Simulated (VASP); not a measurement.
CuI: relaxation of cell and atoms with PBEsol

The system is CuI.

```
CELL_PARAMETERS angstrom
0.00000 3.03945 3.03945
3.03945 0.00000 3.03945
3.03945 3.03945 0.00000
ATOMIC_POSITIONS crystal
Cu 0.25000 0.25000 0.25000
I 0.00000 0.00000 0.00000
```

```
Program                : VASP 6.6.1
Task                   : relaxation of cell and atoms
Functional             : PBEsol
Potentials or basis    : VASP PAW PBE potentials, release 64 (Cu, I)
Cutoff                 : 600 eV
k mesh                 : 6 × 6 × 6
Occupations            : fermi-dirac, width 0.02 eV
Spin                   : no spin polarisation
Dipole correction      : no
Further INCAR settings : ALGO = Normal; EDIFF = 1e-07; IBRION = 2; EDIFFG = -0.005; NSW = 80; ISIF = 3
```

```yaml
Relaxed_volume: 26.28 Å³/atom
Relaxed_cell: a = 4.204 Å, b = 4.204 Å, c = 4.204 Å, α = 60.00°, β = 60.00°, γ = 60.00°
Space_group_after_relaxing_to_0.1_Å: F-43m (No. 216)
Energy_gained_by_relaxing: 16.7 meV/atom
Ionic_steps: 3
Pressure_after_relaxing: 0.0 GPa
Band_gap_on_the_k_mesh: 1.19 eV
```

The path:
| step | energy change (eV) | largest force (eV/Å) | pressure (GPa) | volume (Å³) |
| --- | --- | --- | --- | --- |
| 1 | 0.0000 | 0.0000 | -2.73 | 56.16 |
| 2 | -0.0332 | 0.0000 | 0.20 | 52.35 |
| 3 | -0.0333 | 0.0000 | -0.02 | 52.56 |

Final structure:
```
Cu I
1.0
     0.00000    2.97300    2.97300
     2.97300    0.00000    2.97300
     2.97300    2.97300    0.00000
Cu I
1 1
Cartesian
  1.4865 1.4865 1.4865
  0.0000 0.0000 0.0000
```

Levels at points of the mesh, in eV from the valence-band top:
```
           k point  band 6  band 7  band 8  band 9  band 10  band 11  band 12  band 13
(0.00, 0.00, 0.00)   -2.13    0.00    0.00    0.00     1.19     4.76     4.76     4.76
(0.50, 0.00, 0.00)   -2.10   -2.05   -0.81   -0.81     2.13     5.31     5.31     7.33
(0.50, 0.50, 0.00)   -2.06   -2.03   -1.73   -1.73     2.48     2.81     9.49    10.01
```

Wall time 22 s on 1 thread of Intel(R) Xeon(R) 6975P-C (Granite Rapids), on a shared host, peak memory 0.21 GiB.

Caveat: the PAW data sets were made with another functional, which shifts forces and pressure a little; spin-orbit coupling is left out, which moves the levels of the heavy elements.
